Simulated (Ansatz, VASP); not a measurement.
BP: VASP beside Ansatz

The input INCAR:

```
PREC = Accurate
ENCUT = 500
EDIFF = 1E-6
ISMEAR = 0
SIGMA = 0.02
LREAL = False
LASPH = True
NELM = 120
ALGO = Normal
ISIF = 2
LWAVE = False
LCHARG = True
GGA = PE
LELF = True
LVHAR = True
NBANDS = 11
GGA_COMPAT = False
```

The input KPOINTS:

```
Automatic mesh
0
Gamma
  10 10 10
```

The input POSCAR:

```
BP
1.0
    0.0000000000      2.2741219932      2.2741219932
    2.2741219932      0.0000000000      2.2741219932
    2.2741219932      2.2741219932      0.0000000000
B P
1 1
Direct
    0.0000000000      0.0000000000      0.0000000000
    0.2500000000      0.2500000000      0.2500000000
```

Input for Ansatz:

```yaml
crystal:
  lattice:
    - [0.0, 2.2741219932, 2.2741219932]
    - [2.2741219932, 0.0, 2.2741219932]
    - [2.2741219932, 2.2741219932, 0.0]
  atoms:
    - { symbol: B, position: [0.0, 0.0, 0.0] }
    - { symbol: P, position: [0.25, 0.25, 0.25] }
basis:
  ecutwfc: 600.0
kpoints:
  mp_grid: { grid: [10, 10, 10] }
  band_path:
    path:
      - [[0.0, 0.0, 0.0], [-0.5, -0.5, 0.0], [-0.375, -0.375, 0.25]]
      - [[-0.375, 0.0, 0.375], [0.0, 0.0, 0.0], [0.0, 0.0, 0.5], [-0.5, -0.25, 0.25], [-0.5, -0.5, 0.0]]
    npoints: 10
hamiltonian:
  xc: pbe
  pseudopotentials: { kind: paw, azcp: { folder: soft_1 } }
scf:
  occupations: { method: gaussian, width: 0.02 }
  n_extra_bands: 7
output:
  forces: true
  stress: true
  eigenvalues: true
```

Alike in both runs: task single point; functional PBE; k mesh 10 × 10 × 10; occupations gaussian, width 0.02 eV; no spin polarisation.

|  | VASP | Ansatz |
| --- | --- | --- |
| version | VASP 6.6.1 | Ansatz 0.2.0 |
| potentials or method | VASP PAW PBE potentials, release 64 (B, P), cutoff 500 eV | scalar-relativistic, plane waves, PAW |
| valence electrons in the cell | 8 | 8 |

```csv
,VASP,Ansatz,Ansatz less VASP
gap on the k mesh at the Fermi level (eV),1.25,1.25,+0.004
least direct gap on the mesh (eV),3.39,3.39,+0.004
pressure (GPa),-0.2,0.0,+0.21
```

With one functional, cell and mesh, what is left measures potentials, basis and numerics.
